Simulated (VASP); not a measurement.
# Ti12Si in VASP: a series of runs

Runs on Ti12Si. Level: PBE. Tasks: single point.

Program: VASP 6.6.1. These are calculated values, not measurements. Logs are shortened: lines on timing, memory, paths and dates and some standing lists are left out, and cuts for length are marked.

### Step 1. The cell of the first run

The cell holds a slab with vacuum, 13 atoms: a = 5.815 Å, b = 5.815 Å, c = 19.306 Å, α = 90.00°, β = 90.00°, γ = 90.00°.

### Step 2. Single point, PBE

Input file INCAR:

```
ALGO = Normal
DIPOL = 0.5 0.5 0.323
EDIFF = 1E-6
ENCUT = 520
GGA = PE
IDIPOL = 3
ISIF = 2
ISMEAR = 0
LASPH = True
LCHARG = False
LDIPOL = True
LREAL = False
LWAVE = False
NBANDS = 86
NELM = 100
PREC = Accurate
SIGMA = 0.1
```

Input file KPOINTS:

```
k-points
0
Gamma
  5 5 1
```

Input file POSCAR:

```
Ti12Si
1.0
    5.8150893847      0.0000000000      0.0000000000
    0.0000000000      5.8150893847      0.0000000000
    0.0000000000      0.0000000000     19.3059825436
Ti Si
12 1
Direct
    0.2500000000      0.2500000000      0.2071896621
    0.2500000000      0.7500000000      0.2071896621
    0.7500000000      0.2500000000      0.2071896621
    0.7500000000      0.7500000000      0.2071896621
    0.0000000000      0.0000000000      0.3057583574
    0.0000000000      0.5000000000      0.3057583574
    0.5000000000      0.0000000000      0.3057583574
    0.5000000000      0.5000000000      0.3057583574
    0.2500000000      0.2500000000      0.4043297214
    0.2500000000      0.7500000000      0.4043297214
    0.7500000000      0.2500000000      0.4043297214
    0.7500000000      0.7500000000      0.4043297214
    0.2500000000      0.2500000000      0.5287099832
```

Potentials or basis: VASP PAW PBE potentials, release 64 (Ti_sv, Si).

Command:

```console
$ cat potpaw_PBE.64/Ti_sv/POTCAR potpaw_PBE.64/Si/POTCAR > POTCAR
$ mpirun -np 1 vasp_std > vasp.out
```

OUTCAR:

```text
EDIFF = 1E-6
   ENCUT = 520
   GGA = PE
   ISIF = 2
   ISMEAR = 0
   LASPH = True
   LREAL = False
   NELM = 100
   PREC = Accurate

 ion  position               nearest neighbor table
   1  0.250  0.250  0.207-   5 2.80   6 2.80   7 2.80   8 2.80   2 2.91   3 2.91   2 2.91   3 2.91

   2  0.250  0.750  0.207-   5 2.80   6 2.80   7 2.80   8 2.80   1 2.91   4 2.91   1 2.91   4 2.91

   3  0.750  0.250  0.207-   5 2.80   6 2.80   7 2.80   8 2.80   1 2.91   4 2.91   4 2.91   1 2.91

   4  0.750  0.750  0.207-   5 2.80   6 2.80   7 2.80   8 2.80   2 2.91   3 2.91   3 2.91   2 2.91

   5  0.000  0.000  0.306-   1 2.80   2 2.80   3 2.80   4 2.80   9 2.80  10 2.80  11 2.80  12 2.80
                             6 2.91   7 2.91   6 2.91   7 2.91
   6  0.000  0.500  0.306-   1 2.80   2 2.80   3 2.80   4 2.80   9 2.80  10 2.80  11 2.80  12 2.80
                             5 2.91   8 2.91   5 2.91   8 2.91
   7  0.500  0.000  0.306-   1 2.80   2 2.80   3 2.80   4 2.80   9 2.80  10 2.80  11 2.80  12 2.80
                             5 2.91   8 2.91   8 2.91   5 2.91
   8  0.500  0.500  0.306-   1 2.80   2 2.80   3 2.80   4 2.80   9 2.80  10 2.80  11 2.80  12 2.80
                             6 2.91   7 2.91   7 2.91   6 2.91
   9  0.250  0.250  0.404-  13 2.40   6 2.80   7 2.80   8 2.80   5 2.80  11 2.91  10 2.91  10 2.91
                            11 2.91
  10  0.250  0.750  0.404-   5 2.80   6 2.80   7 2.80   8 2.80   9 2.91  12 2.91   9 2.91  12 2.91

  11  0.750  0.250  0.404-   5 2.80   6 2.80   7 2.80   8 2.80   9 2.91  12 2.91  12 2.91   9 2.91

  12  0.750  0.750  0.404-   5 2.80   6 2.80   7 2.80   8 2.80  10 2.91  11 2.91  11 2.91  10 2.91

  13  0.250  0.250  0.529-   9 2.40

  LATTYP: Found a simple tetragonal cell.
 ALAT       =     5.8150893847
 C/A-ratio  =     3.3199803591

  Lattice vectors:

 A1 = (   5.8150893847,   0.0000000000,   0.0000000000)
 A2 = (   0.0000000000,   5.8150893847,   0.0000000000)
 A3 = (   0.0000000000,   0.0000000000,  19.3059825436)

Analysis of symmetry for initial positions (statically):
=====================================================================
 Subroutine PRICEL returns:
 Original cell was already a primitive cell.

 Routine SETGRP: Setting up the symmetry group for a
 simple tetragonal supercell.

 Subroutine GETGRP returns: Found  8 space group operations
 (whereof  2 operations were pure point group operations)
 out of a pool of 16 trial point group operations.

The static configuration has the point symmetry C_1h.
 The point group associated with its full space group is C_4v.

Analysis of symmetry for dynamics (positions and initial velocities):
=====================================================================
 Subroutine PRICEL returns:
 Original cell was already a primitive cell.

 Routine SETGRP: Setting up the symmetry group for a
 simple tetragonal supercell.

 Subroutine GETGRP returns: Found  8 space group operations
 (whereof  2 operations were pure point group operations)
 out of a pool of 16 trial point group operations.

The dynamic configuration has the point symmetry C_1h.
 The point group associated with its full space group is C_4v.

 Subroutine INISYM returns: Found  8 space group operations
 (whereof  2 operations are pure point group operations),
 and found     1 'primitive' translations

----------------------------------------------------------------------------------------

                                     Primitive cell

  volume of cell :     652.8369

  direct lattice vectors                    reciprocal lattice vectors
     5.815089385  0.000000000  0.000000000     0.171966402  0.000000000  0.000000000
     0.000000000  5.815089385  0.000000000     0.000000000  0.171966402  0.000000000
     0.000000000  0.000000000 19.305982544     0.000000000  0.000000000  0.051797416

  length of vectors
     5.815089385  5.815089385 19.305982544     0.171966402  0.171966402  0.051797416

  position of ions in fractional coordinates (direct lattice)
     0.250000000  0.250000000  0.207189662
     0.250000000  0.750000000  0.207189662
     0.750000000  0.250000000  0.207189662
     0.750000000  0.750000000  0.207189662
     0.000000000  0.000000000  0.305758357
     0.000000000  0.500000000  0.305758357
     0.500000000  0.000000000  0.305758357
     0.500000000  0.500000000  0.305758357
     0.250000000  0.250000000  0.404329721
     0.250000000  0.750000000  0.404329721
     0.750000000  0.250000000  0.404329721
     0.750000000  0.750000000  0.404329721
     0.250000000  0.250000000  0.528709983

  ion indices of the primitive-cell ions
   primitive index   ion index
                 1           1
                 2           2
                 3           3
                 4           4
                 5           5
                 6           6
                 7           7
                 8           8
                 9           9
                10          10
                11          11
                12          12
                13          13

----------------------------------------------------------------------------------------

 KPOINTS: k-points

Automatic generation of k-mesh.
 Grid dimensions read from file:
 generate k-points for:    5    5    1

 Generating k-lattice:

  Cartesian coordinates                     Fractional coordinates (reciprocal lattice)
     0.034393280  0.000000000  0.000000000     0.200000000  0.000000000  0.000000000
     0.000000000  0.034393280  0.000000000     0.000000000  0.200000000  0.000000000
     0.000000000  0.000000000  0.051797416     0.000000000  0.000000000  1.000000000

  Length of vectors
     0.034393280  0.034393280  0.051797416

  Shift w.r.t. Gamma in fractional coordinates (k-lattice)
     0.000000000  0.000000000  0.000000000

 Subroutine IBZKPT returns following result:
 ===========================================

 Found      6 irreducible k-points:

 Following reciprocal coordinates:
            Coordinates               Weight
  0.000000  0.000000  0.000000      1.000000
  0.200000  0.000000  0.000000      4.000000
  0.400000  0.000000  0.000000      4.000000
  0.200000  0.200000  0.000000      4.000000
  0.400000  0.200000  0.000000      8.000000
  0.400000  0.400000  0.000000      4.000000
   k-points           NKPTS =      6   k-points in BZ     NKDIM =      6   number of bands    NBANDS=     86
   number of dos      NEDOS =    301   number of ions     NIONS =     13
   total plane-waves  NPLWV = 331776
   dimension x,y,z NGX =    48 NGY =   48 NGZ =  144
   dimension x,y,z NGXF=    96 NGYF=   96 NGZF=  288
   ions per type =              12   1
   NGX,Y,Z   is equivalent  to a cutoff of  13.72, 13.72, 12.40 a.u.
   NGXF,Y,Z  is equivalent  to a cutoff of  27.45, 27.45, 24.80 a.u.
 SYSTEM =  unknown system
   PREC   = accura    normal or accurate (medium, high low for compatibility)
   ISTART =      0    job   : 0-new  1-cont  2-samecut
   ICHARG =      2    charge: 1-file 2-atom 10-const
   ISPIN  =      1    spin polarized calculation?
   LNONCOLLINEAR =      F non collinear calculations
   LSORBIT =      F    spin-orbit coupling
   LASPH  =      T    aspherical Exc in radial PAW
   ENCUT  =  520.0 eV  38.22 Ry    6.18 a.u.  10.81 10.81 35.90*2*pi/ulx,y,z
   NELM   =    100;   NELMIN=  2; NELMDL= -5     # of ELM steps
   EDIFF  = 0.1E-05   stopping-criterion for ELM
   LREAL  =      F    real-space projection
[... 7 lines left out ...]
   TEBEG  =    0.0;   TEEND  =   0.0 temperature during run
   PSTRESS=    0.0 pullay stress
   NELECT =     148.0000    total number of electrons
   NUPDOWN=      -1.0000    fix difference up-down
   EMIN   =  10.00;   EMAX   =-10.00  energy-range for DOS
   EFERMI =   0.00;   METHOD = LEGACY
   ISMEAR =     0;   SIGMA  =   0.10  broadening in eV -4-tet -1-fermi 0-gaus
   EFERMI_NEDOS =   21; number of points for ismear=-14 and -15
   IALGO  =     38    algorithm
   IMIX   =      4    mixing-type and parameters
     AMIX     =   0.40;   BMIX     =  1.00
     AMIX_MAG =   1.60;   BMIX_MAG =  1.00
  volume/ion in A,a.u.               =      50.22       338.89
  Fermi-wavevector in a.u.,A,eV,Ry     =   0.998222  1.886366 13.557489  0.996447
  Thomas-Fermi vector in A             =   2.130431
   LORBIT       =      0    0 simple, 1 ext, 2 COOP (PROOUT), +10 PAW based schemes
   GGA     = PE    functional components
   LHFCALC =     F    Hartree Fock is set to
   AEXX    =    0.0000 exact exchange contribution
   IVDW    =     0    specifies the selected vdW correction
   LEPSILON=     F    determine dielectric tensor
   LRPA    =     F    only Hartree local field effects (RPA)
 non-spin polarized calculation
 Gauss-broadening in eV      SIGMA  =   0.10
  energy-cutoff  :      520.00
  volume of cell :      652.84
 maximum number of plane-waves:     17596
 NGX is ok and might be reduce to    48
   NGX = 21   NGY = 21   NGZ = 71

 dipolmoment           0.000000      0.000000     -0.038894 electrons x Angstroem

 number of electron     148.0000052 magnetization

 dipolmoment           0.000000      0.000000      0.201096 electrons x Angstroem

 Free energy of the ion-electron system (eV)
  ---------------------------------------------------
  ext. energy  EPLUGINS =         0.00000000
  ---------------------------------------------------
  free energy    TOTEN  =       -90.87255314 eV

  energy without entropy =      -90.73195253  energy(sigma->0) =      -90.80225283

 E-fermi :   0.1470     XC(G=0):  -5.0893

 val. band max:        0.1415211322   @ k =   0.0000   0.0000   0.0000
 cond. band min:       0.1472742252   @ k =   0.4000   0.2000   0.0000
 fundamental gap:      0.0057530930
 Fermi energy:         0.1469722979

 k-point     1 :       0.0000    0.0000    0.0000
  band No.  band energies     occupation
      1     -56.7352      2.00000
      2     -56.6736      2.00000
      3     -56.6736      2.00000
      4     -56.6613      2.00000
      5     -56.6242      2.00000
      6     -56.6172      2.00000
[... 78 lines left out ...]
     85       1.0411      0.00000
     86       1.0506      0.00000

 k-point     2 :       0.2000    0.0000    0.0000
  band No.  band energies     occupation
      1     -56.7324      2.00000
      2     -56.6744      2.00000
      3     -56.6699      2.00000
      4     -56.6623      2.00000
      5     -56.6265      2.00000
      6     -56.6159      2.00000
[... 78 lines left out ...]
     85       1.1236      0.00000
     86       1.1960      0.00000

 k-point     3 :       0.4000    0.0000    0.0000
  band No.  band energies     occupation
      1     -56.7274      2.00000
      2     -56.6769      2.00000
      3     -56.6667      2.00000
      4     -56.6574      2.00000
      5     -56.6362      2.00000
      6     -56.6082      2.00000
[... 78 lines left out ...]
     85       1.2803      0.00000
     86       1.3267      0.00000

 k-point     4 :       0.2000    0.2000    0.0000
  band No.  band energies     occupation
      1     -56.7296      2.00000
      2     -56.6745      2.00000
      3     -56.6685      2.00000
      4     -56.6618      2.00000
      5     -56.6249      2.00000
      6     -56.6182      2.00000
[... 78 lines left out ...]
     85       1.1497      0.00000
     86       1.1553      0.00000

 k-point     5 :       0.4000    0.2000    0.0000
  band No.  band energies     occupation
      1     -56.7245      2.00000
      2     -56.6765      2.00000
      3     -56.6694      2.00000
      4     -56.6538      2.00000
      5     -56.6323      2.00000
      6     -56.6122      2.00000
[... 78 lines left out ...]
     85       1.1657      0.00000
     86       1.2037      0.00000

 k-point     6 :       0.4000    0.4000    0.0000
  band No.  band energies     occupation
      1     -56.7189      2.00000
      2     -56.6760      2.00000
      3     -56.6746      2.00000
      4     -56.6452      2.00000
      5     -56.6237      2.00000
      6     -56.6197      2.00000
[... 78 lines left out ...]
     85       1.0906      0.00000
     86       1.1032      0.00000

------------------------ aborting loop because EDIFF is reached ----------------------------------------

 vacuum level on the upper side and lower side of the slab       (xc-potential included)         0.313        -0.677

  FORCE on cell =-STRESS in cart. coord.  units (eV):
  Direction    XX          YY          ZZ          XY          YZ          ZX
  --------------------------------------------------------------------------------------
  -------------------------------------------------------------------------------------
  Total       -6.4794946     -6.4794946      1.3115463      0.0000000      0.0000000      0.0000000
  in kB      -15.9018266    -15.9018266      3.2187668      0.0000000      0.0000000      0.0000000
  external PRESSURE =      -9.5282955 kB  Pullay stress =       0.0000000 kB

 VOLUME and BASIS-vectors are now :
 -----------------------------------------------------------------------------
  energy-cutoff  :      520.00
  volume of cell :      652.84
      direct lattice vectors                 reciprocal lattice vectors
     5.815089385  0.000000000  0.000000000     0.171966402  0.000000000  0.000000000
     0.000000000  5.815089385  0.000000000     0.000000000  0.171966402  0.000000000
     0.000000000  0.000000000 19.305982544     0.000000000  0.000000000  0.051797416

 POSITION                                       TOTAL-FORCE (eV/Angst)
 -----------------------------------------------------------------------------------
      1.45377      1.45377      4.00000         0.000000     -0.000000     -0.223776
      1.45377      4.36132      4.00000         0.000000     -0.000000      0.083754
      4.36132      1.45377      4.00000         0.000000      0.000000      0.083754
      4.36132      4.36132      4.00000         0.000000     -0.000000      0.199484
      0.00000      0.00000      5.90297        -0.122021     -0.122021     -0.251448
      0.00000      2.90754      5.90297        -0.122021      0.122021     -0.251448
      2.90754      0.00000      5.90297         0.122021     -0.122021     -0.251448
      2.90754      2.90754      5.90297         0.122021      0.122021     -0.251448
      1.45377      1.45377      7.80598        -0.000000      0.000000     -0.708885
      1.45377      4.36132      7.80598         0.000000     -0.000000      0.722380
      4.36132      1.45377      7.80598         0.000000     -0.000000      0.722380
      4.36132      4.36132      7.80598         0.000000      0.000000      0.121448
      1.45377      1.45377     10.20727        -0.000000     -0.000000      0.005252
 -----------------------------------------------------------------------------------
    total drift:                                0.000000     -0.000000      0.000075

  FREE ENERGIE OF THE ION-ELECTRON SYSTEM (eV)
  ---------------------------------------------------
  free  energy   TOTEN  =       -90.8725531423 eV

  energy  without entropy=      -90.7319525258  energy(sigma->0) =      -90.80225283

 vacuum level on the upper side and lower side of the slab         4.820         3.790
```

Wall time 38 min (1 thread of AMD EPYC 7R13, shared host); peak memory 0.8 GiB.

What came out:

```yaml
Free_energy: -90.8726 eV
Largest_force: 0.722 eV/Å
Band_gap_on_the_k_mesh: zero (bands 74 and 75 overlap by 0.20 eV)
```

Forces on the atoms (eV/Å):
```
Ti   0.000  0.000 -0.224
Ti   0.000  0.000  0.084
Ti   0.000  0.000  0.084
Ti   0.000  0.000  0.199
Ti  -0.122 -0.122 -0.251
Ti  -0.122  0.122 -0.251
Ti   0.122 -0.122 -0.251
Ti   0.122  0.122 -0.251
Ti   0.000  0.000 -0.709
Ti   0.000  0.000  0.722
Ti   0.000  0.000  0.722
Ti   0.000  0.000  0.121
Si   0.000  0.000  0.005
```

Levels at points of the mesh, in eV from the Fermi level:
| k point | band 69 | band 70 | band 71 | band 72 | band 73 | band 74 | band 75 | band 76 | band 77 | band 78 |
| --- | --- | --- | --- | --- | --- | --- | --- | --- | --- | --- |
| (0.00, 0.00, 0.00) | -0.21 | -0.15 | -0.12 | -0.12 | -0.01 | 0.02 | 0.13 | 0.58 | 0.58 | 0.76 |

[end of part 1 of 2]
